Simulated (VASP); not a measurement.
Here is a VASP 6.6.1 calculation.

INCAR

```
  PREC = Accurate
  ENCUT = 520
  EDIFF = 1E-6
  ISMEAR = 0
  SIGMA = 0.05
  LREAL = Auto
  LASPH = True
  NELM = 150
  ALGO = Normal
  ISIF = 2
  LWAVE = False
  LCHARG = False
  ISPIN = 2
  MAGMOM = 0 0 0 0 0 0 0 0 0 0 0 0 0 0 0 0 0 0 0
  LORBIT = 11
  GGA = PE
  NBANDS = 56
```

KPOINTS

```
regular mesh
0
Gamma
  2 2 1
```

File POSCAR:

```
AlC18
1.0
    7.3980000000      0.0000000000      0.0000000000
   -3.6990000000      6.4068560000      0.0000000000
    0.0000000000      0.0000000000     11.0000000000
C Al
18 1
Direct
   -0.0001877157      0.0007905594      0.0883241818
    0.2214770311      0.1108064548      0.0882063636
   -0.0001885543      0.3324755543      0.0883289091
    0.2214766247      0.4441232954      0.0882068182
    0.0005590028      0.6670050021      0.0880892727
    0.2225780179      0.7780154572      0.0883411818
    0.3326009648     -0.0003179407      0.0882099091
    0.5542640519      0.1096943649      0.0882995455
    0.3314822426      0.3324675941      0.0882823636
    0.5535133674      0.4434822634      0.0879860909
    0.3326005729      0.6663714621      0.0882093636
    0.5542632632      0.7780234174      0.0882947273
    0.6659176317     -0.0003145068      0.0882052727
    0.8881667147      0.1108100447      0.0882113636
    0.6652870544      0.3317219866      0.0880162727
    0.8888085869      0.4434944378      0.0880680000
    0.6652859815      0.6670174888      0.0880077273
    0.8888099492      0.7787677763      0.0880597273
    0.7756205005      0.5546519229      0.2781077273
```

Potentials or basis: VASP PAW PBE potentials, release 64 (C, Al).

Command:

```console
$ cat potpaw_PBE.64/C/POTCAR potpaw_PBE.64/Al/POTCAR > POTCAR
$ mpirun -np 1 vasp_std > vasp.out
```

Task: Estimate the net moment.

Result: 0.00 μB per cell.

Task: What does it give for the largest force?

Result: 0.016 eV/Å.

Forces on the atoms (eV/Å):
```
C    0.005 -0.005  0.004
C    0.004 -0.004 -0.008
C    0.000  0.001  0.000
C    0.002  0.014  0.000
C    0.004  0.002  0.003
C    0.000 -0.008  0.003
C   -0.009  0.003 -0.003
C   -0.002  0.005  0.002
C    0.003  0.001  0.001
C   -0.008  0.001  0.006
C   -0.001 -0.005 -0.001
C    0.001 -0.009  0.003
C    0.000  0.001 -0.004
C   -0.006 -0.005 -0.003
C   -0.003 -0.004  0.004
C    0.010 -0.002  0.004
C   -0.008 -0.003  0.002
C    0.001  0.010  0.000
Al   0.007  0.004 -0.014
```

Caveat: the k points lie up to 0.49 Å⁻¹ apart; there is no dipole correction, which matters where the two faces differ; no moment was typed at the start, so none could form.
